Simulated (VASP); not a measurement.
BN, 8 atoms in the cell. Symmetry: Fddd, No. 70, orthorhombic system. The conventional cell has a = 5.017 Å, b = 6.864 Å, c = 7.047 Å, α = 90.00°, β = 90.00°, γ = 90.00°. B (site symmetry 2) has 4 N at 1.52 to 1.61 Å within 2.0 Å. N (site symmetry 2) has 4 B at 1.52 to 1.61 Å within 2.0 Å. The cell was built from a structure type or drawn by symmetry, and may not be a known phase.

* Program: VASP 6.6.1
* Task: relaxation of cell and atoms
* Functional: PBE
* Potentials or basis: VASP PAW PBE potentials, release 64 (B, N)
* Cutoff: 600 eV
* k mesh: 6 × 6 × 6
* Occupations: gaussian, width 0.02 eV
* Spin: no spin polarisation
* Dipole correction: no
* Further INCAR settings: ALGO = Normal; EDIFF = 1e-06; IBRION = 2; EDIFFG = -0.01; NSW = 100; ISIF = 3

Potentials or basis: VASP PAW PBE potentials, release 64 (B, N).

Launch:

```sh
$ cat potpaw_PBE.64/B/POTCAR potpaw_PBE.64/N/POTCAR > POTCAR
$ mpirun -np 1 vasp_std > vasp.out
```

Hardware: 1 thread of Intel Xeon 8259CL, with other jobs on the host.

Question: Estimate the wall time of this run.

Answer: Run time: 4.3 min on 1 thread of Intel Xeon 8259CL, on a shared host, peak memory 0.24 GiB. Counts: scf iterations 24, k points 46, ion steps 3.
